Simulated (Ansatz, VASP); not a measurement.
# Two plane-wave programs on Ag3IO

```xyz
5
Lattice="5.3597 0.0000 0.0000 0.0000 5.3597 0.0000 0.0000 0.0000 5.3597" Properties=species:S:1:pos:R:3 pbc="T T T"
Ag    2.6798    0.0000    0.0000
Ag    0.0000    2.6798    0.0000
Ag    0.0000    0.0000    2.6798
I     0.0000    0.0000    0.0000
O     2.6798    2.6798    2.6798
```

Alike in both runs: functional PBE; k mesh 8 × 8 × 8; occupations gaussian, width 0.1 eV; no spin polarisation.

Ansatz relaxed the structure, and its values are those at the end. VASP's run is a single point on that final structure, the one shown.

```csv
,VASP,Ansatz
version,VASP 6.6.1,Ansatz 0.2.0
potentials or method,"VASP PAW PBE potentials, release 64 (Ag, I, O), cutoff 520 eV","scalar-relativistic, plane waves, PAW"
valence electrons in the cell,46,80
```

|  | VASP | Ansatz | Ansatz less VASP |
| --- | --- | --- | --- |
| gap on the k mesh at the Fermi level (eV) | none | none | - |
| pressure (GPa) | -0.1 | 0.0 | +0.08 |

A gap of «none» marks a metal or a gap that the smearing closes. With one functional, cell and mesh, what is left measures potentials, basis and numerics. VASP's potentials hold 46 valence electrons a cell and Ansatz's 80, so a difference there can come from the potentials and not from the codes.

Neither program's run includes spin-orbit coupling.
